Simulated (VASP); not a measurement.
# ZnS (F-43m) in VASP: phonons with r2SCAN

Aim: the phonons of ZnS with r2SCAN.

All numbers are computed with VASP 6.6.1; they aren't measurements. Logs are shortened: lines on timing, memory, paths and dates and some standing lists are left out, and cuts for length are marked.

## 1. The cell of the first run

Symmetry: F-43m, No. 216, cubic system. Conventional cell: a = 5.389 Å, b = 5.389 Å, c = 5.389 Å, α = 90.00°, β = 90.00°, γ = 90.00°. Within 3.1 Å of Zn (site symmetry -43m) lie 4 S at 2.33 Å. S (site symmetry -43m) has 4 Zn at 2.33 Å within 3.1 Å.

## 2. Phonons, r2SCAN

File INCAR:

```
PREC = Accurate
ENCUT = 520
EDIFF = 1E-8
ISMEAR = 0
SIGMA = 0.01
LREAL = False
LASPH = True
NELM = 100
ALGO = Normal
ISIF = 2
LWAVE = False
LCHARG = False
METAGGA = R2SCAN
LMIXTAU = True
IBRION = 6
NFREE = 2
POTIM = 0.015
NSW = 1
```

File KPOINTS:

```
regular mesh
0
Gamma
  6 6 6
```

File POSCAR:

```
ZnS
1.0
    0.0000000000      2.6945169057      2.6945169057
    2.6945169057      0.0000000000      2.6945169057
    2.6945169057      2.6945169057      0.0000000000
Zn S
1 1
Direct
    0.7500000000      0.7500000000      0.7500000000
    0.0000000000      0.0000000000      0.0000000000
```

Potentials or basis: VASP PAW PBE potentials, release 64 (Zn, S).

On the command line:

```sh
$ cat potpaw_PBE.64/Zn/POTCAR potpaw_PBE.64/S/POTCAR > POTCAR
$ mpirun -np 1 vasp_std > vasp.out
```

OUTCAR:

```text
PREC = Accurate
   ENCUT = 520
   EDIFF = 1E-8
   ISMEAR = 0
   LREAL = False
   LASPH = True
   NELM = 100
   ISIF = 2
   METAGGA = R2SCAN
   IBRION = 6
   NFREE = 2
   POTIM = 0.015
   NSW = 1

 ion  position               nearest neighbor table
   1  0.750  0.750  0.750-   2 2.33   2 2.33   2 2.33   2 2.33
   2  0.000  0.000  0.000-   1 2.33   1 2.33   1 2.33   1 2.33

  LATTYP: Found a face centered cubic cell.
 ALAT       =     5.3890338114

  Lattice vectors:

 A1 = (   0.0000000000,   2.6945169057,   2.6945169057)
 A2 = (   2.6945169057,   0.0000000000,   2.6945169057)
 A3 = (   2.6945169057,   2.6945169057,   0.0000000000)

Analysis of symmetry for initial positions (statically):
=====================================================================
 Subroutine PRICEL returns:
 Original cell was already a primitive cell.

 Routine SETGRP: Setting up the symmetry group for a
 face centered cubic supercell.

 Subroutine GETGRP returns: Found 24 space group operations
 (whereof 24 operations were pure point group operations)
 out of a pool of 48 trial point group operations.

The static configuration has the point symmetry T_d .

Analysis of symmetry for dynamics (positions and initial velocities):
=====================================================================
 Subroutine PRICEL returns:
 Original cell was already a primitive cell.

 Routine SETGRP: Setting up the symmetry group for a
 face centered cubic supercell.

 Subroutine GETGRP returns: Found 24 space group operations
 (whereof 24 operations were pure point group operations)
 out of a pool of 48 trial point group operations.

The dynamic configuration has the point symmetry T_d .

 Subroutine INISYM returns: Found 24 space group operations
 (whereof 24 operations are pure point group operations),
 and found     1 'primitive' translations

----------------------------------------------------------------------------------------

                                     Primitive cell

  volume of cell :      39.1267

  direct lattice vectors                    reciprocal lattice vectors
     0.000000000  2.694516906  2.694516906    -0.185562020  0.185562020  0.185562020
     2.694516906  0.000000000  2.694516906     0.185562020 -0.185562020  0.185562020
     2.694516906  2.694516906  0.000000000     0.185562020  0.185562020 -0.185562020

  length of vectors
     3.810622352  3.810622352  3.810622352     0.321402847  0.321402847  0.321402847

  position of ions in fractional coordinates (direct lattice)
     0.750000000  0.750000000  0.750000000
     0.000000000  0.000000000  0.000000000

  ion indices of the primitive-cell ions
   primitive index   ion index
                 1           1
                 2           2

----------------------------------------------------------------------------------------

 KPOINTS: regular mesh

Automatic generation of k-mesh.
 Grid dimensions read from file:
 generate k-points for:    6    6    6

 Generating k-lattice:

  Cartesian coordinates                     Fractional coordinates (reciprocal lattice)
    -0.030927003  0.030927003  0.030927003     0.166666667  0.000000000  0.000000000
     0.030927003 -0.030927003  0.030927003     0.000000000  0.166666667  0.000000000
     0.030927003  0.030927003 -0.030927003     0.000000000  0.000000000  0.166666667

  Length of vectors
     0.053567141  0.053567141  0.053567141

  Shift w.r.t. Gamma in fractional coordinates (k-lattice)
     0.000000000  0.000000000  0.000000000

 Subroutine IBZKPT returns following result:
[... 45 lines left out ...]
   NFREE  =      2    steps in history (QN), initial steepest desc. (CG)
   ISIF   =      2    stress and relaxation
   ISYM   =      2    0-nonsym 1-usesym 2-fastsym
   POTIM  = 0.0150    time-step for ionic-motion
   TEBEG  =    0.0;   TEEND  =   0.0 temperature during run
   PSTRESS=    0.0 pullay stress
   NELECT =      18.0000    total number of electrons
   NUPDOWN=      -1.0000    fix difference up-down
   EMIN   =  10.00;   EMAX   =-10.00  energy-range for DOS
   EFERMI =   0.00;   METHOD = LEGACY
   ISMEAR =     0;   SIGMA  =   0.01  broadening in eV -4-tet -1-fermi 0-gaus
   EFERMI_NEDOS =   21; number of points for ismear=-14 and -15
   IALGO  =     38    algorithm
   IMIX   =      4    mixing-type and parameters
     AMIX     =   0.40;   BMIX     =  1.00
     AMIX_MAG =   1.60;   BMIX_MAG =  1.00
  volume/ion in A,a.u.               =      19.56       132.02
  Fermi-wavevector in a.u.,A,eV,Ry     =   1.263790  2.388216 21.730735  1.597164
  Thomas-Fermi vector in A             =   2.397128
   LORBIT       =      0    0 simple, 1 ext, 2 COOP (PROOUT), +10 PAW based schemes
   METAGGA = R2SCAN    functional components
   LHFCALC =     F    Hartree Fock is set to
   AEXX    =    0.0000 exact exchange contribution
   IVDW    =     0    specifies the selected vdW correction
   LEPSILON=     F    determine dielectric tensor
   LRPA    =     F    only Hartree local field effects (RPA)
 finite differences with symmetry
 non-spin polarized calculation
 Gauss-broadening in eV      SIGMA  =   0.01
  energy-cutoff  :      520.00
  volume of cell :       39.13
 maximum number of plane-waves:      1067
   NGX = 15   NGY = 15   NGZ = 15

--------------------------------------- Ionic step        1  -------------------------------------------

 number of electron      18.0000006 magnetization

 Free energy of the ion-electron system (eV)
  ---------------------------------------------------
  ext. energy  EPLUGINS =         0.00000000
  ---------------------------------------------------
  free energy    TOTEN  =       -18.86389647 eV

  energy without entropy =      -18.86389647  energy(sigma->0) =      -18.86389647

------------------------ aborting loop because EDIFF is reached ----------------------------------------

  FORCE on cell =-STRESS in cart. coord.  units (eV):
  Direction    XX          YY          ZZ          XY          YZ          ZX
  --------------------------------------------------------------------------------------
  -------------------------------------------------------------------------------------
  Total        0.0122193      0.0122193      0.0122193      0.0000000      0.0000000      0.0000000
  in kB        0.5003610      0.5003610      0.5003610      0.0000000      0.0000000      0.0000000
  external PRESSURE =       0.5003610 kB  Pullay stress =       0.0000000 kB
[... 131 lines left out ...]
--------------------------------------- Ionic step        5  -------------------------------------------

 number of electron      18.0000006 magnetization

 Free energy of the ion-electron system (eV)
  ---------------------------------------------------
  ext. energy  EPLUGINS =         0.00000000
  ---------------------------------------------------
  free energy    TOTEN  =       -18.86322971 eV

  energy without entropy =      -18.86322971  energy(sigma->0) =      -18.86322971

 E-fermi :   1.9969     XC(G=0): -10.3256

 val. band max:        1.9236215159   @ k =   0.0000   0.0000   0.0000
 cond. band min:       4.6240199877   @ k =   0.0000   0.0000   0.0000
 fundamental gap:      2.7003984718
 Fermi energy:         1.9969120661

 k-point     1 :       0.0000    0.0000    0.0000
  band No.  band energies     occupation
      1     -11.8244      2.00000
      2      -4.6352      2.00000
      3      -4.6237      2.00000
      4      -4.6122      2.00000
      5      -4.0672      2.00000
      6      -4.0672      2.00000
      7       1.8975      2.00000
      8       1.9114      2.00000
      9       1.9236      2.00000
     10       4.6240      0.00000
     11       8.7996      0.00000
     12       8.8060      0.00000
     13       8.8140      0.00000
[... 354 lines left out ...]
  band No.  band energies     occupation
      1     -10.7938      2.00000
      2      -4.5077      2.00000
      3      -4.4499      2.00000
      4      -4.1703      2.00000
      5      -4.0313      2.00000
      6      -3.9112      2.00000
      7      -3.0184      2.00000
      8       0.0625      2.00000
      9       0.6002      2.00000
     10       6.6950      0.00000
     11       8.5401      0.00000
     12      10.2932      0.00000
     13      10.9244      0.00000

 [... further k-points ...]
[... 5 lines left out ...]
  --------------------------------------------------------------------------------------
  -------------------------------------------------------------------------------------
  Total        0.0127604      0.0147516      0.0147516      0.0000000      0.0849296      0.0000000
  in kB        0.5225195      0.6040564      0.6040564      0.0000000      3.4777389      0.0000000
  external PRESSURE =       0.5768774 kB  Pullay stress =       0.0000000 kB
[... 17 lines left out ...]
  FREE ENERGIE OF THE ION-ELECTRON SYSTEM (eV)
  ---------------------------------------------------
  free  energy   TOTEN  =       -18.8632297076 eV

  energy  without entropy=      -18.8632297076  energy(sigma->0) =      -18.86322971

 INTERNAL STRAIN TENSORS FROM DISPLACED ATOMS
 ============================================

 INTERNAL STRAIN TENSOR FOR ION    1 for displacements in x,y,z  (eV/Angst):
          X           Y           Z          XY          YZ          ZX
  --------------------------------------------------------------------------------
  x     0.00000     0.00000     0.00000     0.00000     5.51238     0.00000
  y     0.00000     0.00000     0.00000     0.00000     0.00000     5.51238
  z     0.00000     0.00000     0.00000     5.51238     0.00000     0.00000

 INTERNAL STRAIN TENSOR FOR ION    2 for displacements in x,y,z  (eV/Angst):
          X           Y           Z          XY          YZ          ZX
  --------------------------------------------------------------------------------
  x     0.00000    -0.00000    -0.00000     0.00000    -5.72428     0.00000
  y    -0.00000     0.00000    -0.00000     0.00000     0.00000    -5.72428
  z    -0.00000    -0.00000     0.00000    -5.72428     0.00000     0.00000

 Eigenvectors and eigenvalues of the dynamical matrix
 ----------------------------------------------------

   1 f  =    8.115760 THz    50.992821 2PiTHz  270.712599 cm-1    33.564069 meV
             X         Y         Z           dx          dy          dz
      4.041775  4.041775  4.041775     0.000000    0.559453   -0.000000
      0.000000  0.000000  0.000000    -0.000000   -0.828862   -0.000000
[... 21 lines left out ...]
   6 f/i=    0.139463 THz     0.876271 2PiTHz    4.651978 cm-1     0.576771 meV
             X         Y         Z           dx          dy          dz
      4.041775  4.041775  4.041775     0.645233   -0.441656    0.275002
      0.000000  0.000000  0.000000     0.435510   -0.298103    0.185617

 ELASTIC MODULI CONTR FROM IONIC RELAXATION (kBar)
 Direction    XX          YY          ZZ          XY          YZ          ZX
 --------------------------------------------------------------------------------
 XX          -0.0000     -0.0000     -0.0000     -0.0000     -0.0000     -0.0000
 YY          -0.0000     -0.0000     -0.0000     -0.0000     -0.0000     -0.0000
 ZZ          -0.0000     -0.0000     -0.0000     -0.0000     -0.0000     -0.0000
 XY          -0.0000     -0.0000     -0.0000   -225.8130      0.0000     -0.0000
 YZ          -0.0000     -0.0000     -0.0000      0.0000   -225.8130     -0.0000
 ZX          -0.0000     -0.0000     -0.0000     -0.0000     -0.0000   -225.8130
 --------------------------------------------------------------------------------
```

It used 470 s of CPU time on 1 thread of AMD EPYC 7R13 Processor (Zen 3) (shared host).

What came out:

- Highest phonon frequency at Γ, LO-TO splitting left out: 271 cm⁻¹

Phonon frequencies in cm⁻¹ (negative: imaginary):
| q point | frequencies |
| --- | --- |
| (0.000, 0.000, 0.000) | -5 -5 -5 271 271 271 |

Caveat: the PAW data sets were made with another functional, which shifts forces and pressure a little.
